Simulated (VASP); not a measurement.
Wanted: the native input for a VASP 6.6.1 run.

```yaml
Task: single point
Functional: r2SCAN
Potentials_or_basis: VASP PAW PBE potentials, release 64 (Fe, Ge_d)
Cutoff: 520 eV
k_mesh: 3 × 3 × 3
Occupations: gaussian, width 0.05 eV
Spin: collinear spin, ferromagnetic start
Starting_moments: "[4.0, 0.0] μB"
Dipole_correction: no
Further_INCAR_settings: ALGO = Normal; EDIFF = 1e-06; NBANDS = 22
```

The system is FeGe.

```
Fe Ge
1.0
     3.01617    0.00000    0.00000
     0.00000    3.01617    0.00000
     0.00000    0.00000    3.01617
Fe Ge
1 1
Direct
  0.00000 0.00000 0.00000
  0.46334 0.45075 0.45353
```

One way to write it, as run:

POSCAR

```
FeGe
1.0
    3.0161730080      0.0000000000      0.0000000000
    0.0000000000      3.0161730080      0.0000000000
    0.0000000000      0.0000000000      3.0161730080
Fe Ge
1 1
Direct
    0.0000000000      0.0000000000      0.0000000000
    0.4633440200      0.4507515000      0.4535288900
```

INCAR.step1

```
PREC     = Accurate       # precision mode
ENCUT    = 520            # plane-wave cutoff, eV
ISMEAR   = 0              # smearing method
SIGMA    = 0.05           # smearing width, eV
LREAL    = F              # projectors in reciprocal space
LASPH    = T              # aspherical terms in the spheres
NELM     = 150            # most SCF steps
ISPIN    = 2              # spin polarisation
MAGMOM   = 4 0            # initial moments
LMAXMIX  = 4              # l up to which the mixer works
NBANDS   = 22             # bands
GGA      = PE             # functional
ALGO     = Normal         # electronic algorithm
EDIFF    = 1E-4           # SCF threshold, eV
LWAVE    = T              # write WAVECAR
LCHARG   = F              # write CHGCAR
```

INCAR.step2

```
PREC     = Accurate       # precision mode
ENCUT    = 520            # plane-wave cutoff, eV
EDIFF    = 1E-6           # SCF threshold, eV
ISMEAR   = 0              # smearing method
SIGMA    = 0.05           # smearing width, eV
LREAL    = F              # projectors in reciprocal space
LASPH    = T              # aspherical terms in the spheres
NELM     = 150            # most SCF steps
ALGO     = Normal         # electronic algorithm
ISIF     = 2              # what is computed and relaxed
LWAVE    = F              # write WAVECAR
LCHARG   = F              # write CHGCAR
ISPIN    = 2              # spin polarisation
MAGMOM   = 4 0            # initial moments
LORBIT   = 11             # projections on sites
LMAXMIX  = 4              # l up to which the mixer works
METAGGA  = R2SCAN         # meta-GGA
LMIXTAU  = T            
NBANDS   = 22             # bands
ISTART   = 1
```

KPOINTS

```
regular mesh
0
Gamma
  3 3 3
```

Potentials or basis: VASP PAW PBE potentials, release 64 (Fe, Ge_d).

Launch:

```bash
$ cat potpaw_PBE.64/Fe/POTCAR potpaw_PBE.64/Ge_d/POTCAR > POTCAR
$ cp INCAR.step1 INCAR
$ mpirun -np 1 vasp_std > vasp.out
$ cp INCAR.step2 INCAR
$ mpirun -np 1 vasp_std > vasp.out
```

It gave:

- Pressure: -4.8 GPa
- Largest force: 0.944 eV/Å
- Net moment: 1.93 μB per cell
- Site moments: Fe +1.97; Ge -0.01 μB
- Valence electrons inside the program's atomic spheres: Fe 7.13; Ge 12.42

Caveat: the k points lie up to 0.69 Å⁻¹ apart; the PAW data sets were made with another functional, which shifts forces and pressure a little.

Run time: 2.7 min on 1 thread of AMD EPYC 7R13 (shared host), peak memory 0.13 GiB.
